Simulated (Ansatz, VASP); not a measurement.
## Cd in VASP and in Ansatz

```xyz
1
Lattice="-1.9799 1.9799 1.4829 1.9799 -1.9799 1.4829 1.9799 1.9799 -1.4829" Properties=species:S:1:pos:R:3 pbc="T T T"
Cd    0.0000    0.0000    0.0000
```

Alike in both runs: functional PBE; k mesh 18 × 18 × 18; occupations gaussian, width 0.1 eV; no spin polarisation.

Ansatz relaxed the structure, and its values are those at the end. VASP's run is a single point on that final structure, the one shown.

|  | VASP | Ansatz |
| --- | --- | --- |
| version | VASP 6.6.1 | Ansatz 0.2.0 |
| potentials or method | VASP PAW PBE potentials, release 64 (Cd), cutoff 520 eV | scalar-relativistic, plane waves, PAW |
| valence electrons in the cell | 12 | 20 |

```tsv
	VASP	Ansatz	Ansatz less VASP
gap on the k mesh at the Fermi level (eV)	none	none	-
pressure (GPa)	0.2	0.0	-0.25
```

A gap of «none» marks a metal or a gap that the smearing closes. VASP's potentials hold 12 valence electrons a cell and Ansatz's 20, so a difference there can come from the potentials and not from the codes.
